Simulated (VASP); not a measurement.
A run of VASP 6.6.1:

INCAR

```
SYSTEM = HfB2
  ALGO = Normal
  EDIFF = 1E-6
  EDIFFG = -0.02
  ENCUT = 600
  GGA = PE
  IBRION = 2
  ISIF = 3
  ISMEAR = -1
  LASPH = .True.
  LCHARG = .False.
  LREAL = .False.
  LWAVE = .False.
  NELM = 60
  NSW = 80
  PREC = Accurate
  PSTRESS = 200.0
  SIGMA = 0.05
```

Contents of KPOINTS:

```
k-points
0
Gamma
  11 11 9
  0 0 0
```

The input POSCAR:

```
HfB2
1.0
    3.1400000000      0.0000000000      0.0000000000
   -1.5700000000      2.7193200000      0.0000000000
    0.0000000000      0.0000000000      3.4800000000
Hf B
1 2
Direct
    0.0000000000      0.0000000000      0.0000000000
    0.3333333333      0.6666666667      0.5000000000
    0.6666666667      0.3333333333      0.5000000000
```

Potentials or basis: VASP PAW PBE potentials, release 64 (Hf_pv, B).

Command:

```sh
$ cat potpaw_PBE.64/Hf_pv/POTCAR potpaw_PBE.64/B/POTCAR > POTCAR
$ mpirun -np 1 vasp_std > vasp.out
```

Hardware: 1 thread of Intel Xeon 6455B (shared host).

**Question.** Estimate the wall time of this run.

**Answer.** Run time: 2 min on 1 thread of Intel Xeon 6455B, with other jobs on the host, peak memory 0.2 GiB. Counts: scf iterations 55, k points 80, ion steps 9.
